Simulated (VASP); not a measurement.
Write the native input for VASP 6.6.1 that does the following.

- Task: single point
- Functional: PBE
- Potentials or basis: VASP PAW PBE potentials, release 64 (Sr_sv)
- Cutoff: 520 eV
- k mesh: 10 × 10 × 10
- Occupations: fermi-dirac, width 0.05 eV
- Spin: no spin polarisation
- Dipole correction: no
- Further INCAR settings: ALGO = Normal; EDIFF = 1e-06; NBANDS = 11

The structure of Sr lies in POSCAR:

```
Sr
1.0
    2.9052510543      0.0000000000      0.0000000000
    0.0000000000      2.9052510543      0.0000000000
    0.0000000000      0.0000000000      2.9052510543
Sr
1
Direct
    0.0000000000      0.0000000000      0.0000000000
```

This cell differs from its parent crystal: volume scaled by 0.43.

One way to write it, as run:

INCAR

```
  PREC = Accurate
  ENCUT = 520
  EDIFF = 1E-6
  ISMEAR = -1
  SIGMA = 0.05
  LREAL = False
  LASPH = True
  NELM = 100
  ALGO = Normal
  ISIF = 2
  LWAVE = False
  LCHARG = False
  GGA = PE
  NBANDS = 11
```

KPOINTS

```
regular mesh
0
Gamma
  10 10 10
```

Potentials or basis: VASP PAW PBE potentials, release 64 (Sr_sv).

Command:

```sh
$ cat potpaw_PBE.64/Sr_sv/POTCAR > POTCAR
$ mpirun -np 1 vasp_std > vasp.out
```

Results of the run:

* Pressure: 29.1 GPa
* Band gap on the k mesh: zero (band 5 reaches 5.79 eV, above the bottom of band 6 at 4.44 eV)

Run time: 12 s on 1 thread of AMD EPYC 7R43 64-Core Processor (Zen 3), on a shared host, peak memory 0.11 GiB.
